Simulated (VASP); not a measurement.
Hf: single point with RPBE

The system is Hf.

```
Hf
1.0
     3.27580    0.00000    0.00000
    -1.63790    2.83693    0.00000
     0.00000    0.00000    5.18516
Hf
2
Direct
  0.33333 0.66667 0.25000
  0.66667 0.33333 0.75000
```

This cell differs from its parent crystal: volume scaled by 1.04.

```
Program             : VASP 6.6.1
Task                : single point
Functional          : RPBE
Potentials or basis : VASP PAW PBE potentials, release 64 (Hf_pv)
Cutoff              : 520 eV
k mesh              : 18 × 18 × 10
Occupations         : fermi-dirac, width 0.1 eV
Spin                : no spin polarisation
```

- Pressure: -4.2 GPa
- Band gap on the k mesh: zero (band 10 reaches 5.70 eV, above the bottom of band 11 at 4.05 eV)

Stress tensor (GPa, compression positive):
```
-4.15  0.00  0.00
 0.00 -4.15  0.00
 0.00  0.00 -4.36
```

Levels at points of the mesh, in eV from the Fermi level:
| k point | band 7 | band 8 | band 9 | band 10 | band 11 | band 12 | band 13 | band 14 |
| --- | --- | --- | --- | --- | --- | --- | --- | --- |
| (0.00, 0.00, 0.00) | -7.12 | -3.47 | 0.38 | 1.19 | 1.19 | 1.43 | 1.93 | 1.93 |
| (0.50, 0.00, 0.00) | -3.22 | -2.48 | -1.99 | -0.91 | 0.79 | 0.84 | 1.57 | 5.45 |
| (0.00, 0.00, 0.50) | -5.27 | -5.27 | 0.18 | 0.18 | 1.09 | 1.09 | 1.09 | 1.09 |
| (0.50, 0.00, 0.50) | -3.16 | -3.16 | -0.86 | -0.86 | 0.95 | 0.95 | 2.52 | 2.52 |

Wall time 89 s on 1 thread of Intel Xeon 6975P-C, with other jobs on the host, peak memory 0.28 GiB.

Caveat: the PAW data sets were made with another functional, which shifts forces and pressure a little; spin-orbit coupling is left out, which moves the levels of the heavy elements.
